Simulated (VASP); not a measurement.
Write the native input for VASP 6.6.1 that does the following.

```
Task                   : single point
Functional             : PBE
Potentials or basis    : VASP PAW PBE potentials, release 64 (Pb_d)
Cutoff                 : 520 eV
k mesh                 : 7 × 7 × 9
Occupations            : fermi-dirac, width 0.05 eV
Spin                   : no spin polarisation
Dipole correction      : no
Further INCAR settings : ALGO = Normal; EDIFF = 1e-07; NBANDS = 28
```

The structure of Pb lies in POSCAR:

```
Pb
1.0
    5.6698768875      0.0000000000      0.0000000000
   -2.8349384438      4.9102574209      0.0000000000
    0.0000000000      0.0000000000      3.4431684103
Pb
3
Direct
    0.0000000000      0.0000000000      0.0000000000
    0.3333333333      0.6666666667      0.5000000000
    0.6666666667      0.3333333333      0.5000000000
```

One way to write it, as run:

INCAR

```
ALGO = Normal ; EDIFF = 1E-7
ENCUT = 520 ; GGA = PE
ISIF = 2 ; ISMEAR = -1
LASPH = True ; LCHARG = False
LREAL = False ; LWAVE = False
NBANDS = 28 ; NELM = 60
PREC = Accurate ; SIGMA = 0.05
```

KPOINTS

```
k-points
0
Gamma
  7 7 9
```

Potentials or basis: VASP PAW PBE potentials, release 64 (Pb_d).

The run is started by

```bash
$ cat potpaw_PBE.64/Pb_d/POTCAR > POTCAR
$ mpirun -np 1 vasp_std > vasp.out
```

It gave:

```
Pressure               : 0.2 GPa
Band gap on the k mesh : zero (band 21 reaches 8.59 eV, above the bottom of band 22 at 4.80 eV)
```

Caveat: spin-orbit coupling is left out, which moves the levels of the heavy elements.

Wall time 99 s on 1 thread of Intel(R) Xeon(R) Platinum 8488C (Sapphire Rapids), with other jobs on the host, peak memory 0.25 GiB.
